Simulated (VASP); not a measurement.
A run of VASP 6.6.1:

Contents of INCAR:

```
SYSTEM = GaH6
ALGO     = Normal         ! electronic algorithm
EDIFF    = 1E-7           ! SCF threshold, eV
ENCUT    = 520            ! plane-wave cutoff, eV
GGA      = PE             ! functional
ISIF     = 2              ! what is computed and relaxed
ISMEAR   = 0              ! smearing method
LASPH    = .TRUE.         ! aspherical terms in the spheres
LCHARG   = .TRUE.         ! write CHGCAR
LELF     = .TRUE.         ! ELF
LREAL    = .FALSE.        ! projectors in reciprocal space
LVHAR    = .TRUE.       
LWAVE    = .FALSE.        ! write WAVECAR
NBANDS   = 18             ! bands
NELM     = 100            ! most SCF steps
PREC     = Accurate       ! precision mode
SIGMA    = 0.1            ! smearing width, eV
```

Contents of KPOINTS:

```
k-points
0
G
  6 6 4
  0 0 0
```

File POSCAR:

```
GaH6
1.0
    4.2945885600      0.0000000000      0.0000000000
   -2.1472942800      3.7192227900      0.0000000000
    0.0000000000      0.0000000000      3.9894724000
Ga H
1 6
Direct
    0.0000000000      0.0000000000      0.5000000000
    0.2056186200      0.0000000000      0.1897703000
    0.0000000000      0.2056186200      0.1897703000
    0.7943813800      0.7943813800      0.1897703000
    0.2056186200      0.0000000000      0.8102297000
    0.0000000000      0.2056186200      0.8102297000
    0.7943813800      0.7943813800      0.8102297000
```

Potentials or basis: VASP PAW PBE potentials, release 64 (Ga_d, H).

Command:

```sh
$ cat potpaw_PBE.64/Ga_d/POTCAR potpaw_PBE.64/H/POTCAR > POTCAR
$ mpirun -np 1 vasp_std > vasp.out
```

Hardware: 1 thread of Intel(R) Xeon(R) Platinum 8259CL CPU @ 2.50GHz (Skylake/Cascade Lake), on a shared host.

Question: How long does it take, and how much memory?

Answer: It took 45 s on 1 thread of Intel(R) Xeon(R) Platinum 8259CL CPU @ 2.50GHz (Skylake/Cascade Lake) (shared host), peak memory 0.17 GiB. Counts: scf iterations 14, k points 21.
